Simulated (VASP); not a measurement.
Input of a VASP 6.6.1 run:

The input INCAR:

```
PREC = Accurate
ENCUT = 520
EDIFF = 1E-6
ISMEAR = 0
SIGMA = 0.15
LREAL = F
LASPH = T
NELM = 80
ALGO = Fast
ISIF = 2
LWAVE = F
LCHARG = T
GGA = PS
LELF = T
LVHAR = T
NBANDS = 14
```

KPOINTS

```
regular mesh
0
Gamma
  22 22 22
```

POSCAR

```
Rh
1.0
    0.0000000000      1.8730267500      1.8445035000
    1.8730267500      0.0000000000      1.8445035000
    1.8730267500      1.8730267500      0.0000000000
Rh
1
Direct
    0.0000000000      0.0000000000      0.0000000000
```

Potentials or basis: VASP PAW PBE potentials, release 64 (Rh_pv).

The run is started by

```console
$ cat potpaw_PBE.64/Rh_pv/POTCAR > POTCAR
$ mpirun -np 1 vasp_std > vasp.out
```

(1) Predict the pressure.

Answers

(1) 14.0 GPa.

Caveat: the cell differs from its parent crystal (strain -0.015 along x and y, -0.030 along z); the PAW data sets were made with another functional, which shifts forces and pressure a little.
